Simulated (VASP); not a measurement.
Here is a VASP 6.6.1 calculation.

POSCAR

```
Be2Sn
1.0
    0.0000000000      2.9015655576      2.9015655576
    2.9015655576      0.0000000000      2.9015655576
    2.9015655576      2.9015655576      0.0000000000
Sn Be
1 2
Direct
    0.0000000000      0.0000000000      0.0000000000
    0.2500000000      0.2500000000      0.2500000000
    0.7500000000      0.7500000000      0.7500000000
```

The input INCAR.step1:

```
SYSTEM = Be2Sn
PREC = Accurate ; ENCUT = 520
EDIFF = 1E-5 ; ISMEAR = -1
SIGMA = 0.02 ; LREAL = .FALSE.
LASPH = .TRUE. ; NELM = 100
ALGO = Normal ; ISIF = 2
LWAVE = .TRUE. ; LCHARG = .FALSE.
GGA = PE ; NBANDS = 16
```

File INCAR.step2:

```
SYSTEM = Be2Sn
PREC = Accurate ; ENCUT = 520
EDIFF = 1E-6 ; ISMEAR = -1
SIGMA = 0.02 ; LREAL = .FALSE.
LASPH = .TRUE. ; NELM = 100
ALGO = Normal ; ISIF = 2
LWAVE = .FALSE. ; LCHARG = .FALSE.
GGA = PE ; LHFCALC = .TRUE.
HFSCREEN = 0.2079 ; PRECFOCK = Normal
ISTART = 1 ; NBANDS = 16
```

Contents of KPOINTS:

```
Automatic mesh
0
G
  4 4 4
  0 0 0
```

Potentials or basis: VASP PAW PBE potentials, release 64 (Sn_d, Be).

Command:

```bash
$ cat potpaw_PBE.64/Sn_d/POTCAR potpaw_PBE.64/Be/POTCAR > POTCAR
$ cp INCAR.step1 INCAR
$ mpirun -np 1 vasp_std > vasp.out
$ cp INCAR.step2 INCAR
$ mpirun -np 1 vasp_std > vasp.out
```

(1) Estimate the band gap on the k mesh.

(2) Predict the pressure.

Results:

(1) zero (band 9 reaches 7.82 eV, above the bottom of band 10 at 6.45 eV).

(2) -1.1 GPa.

Caveat: the k points lie up to 0.47 Å⁻¹ apart; the PAW data sets were made with another functional, which shifts forces and pressure a little; spin-orbit coupling is left out, which moves the levels of the heavy elements.
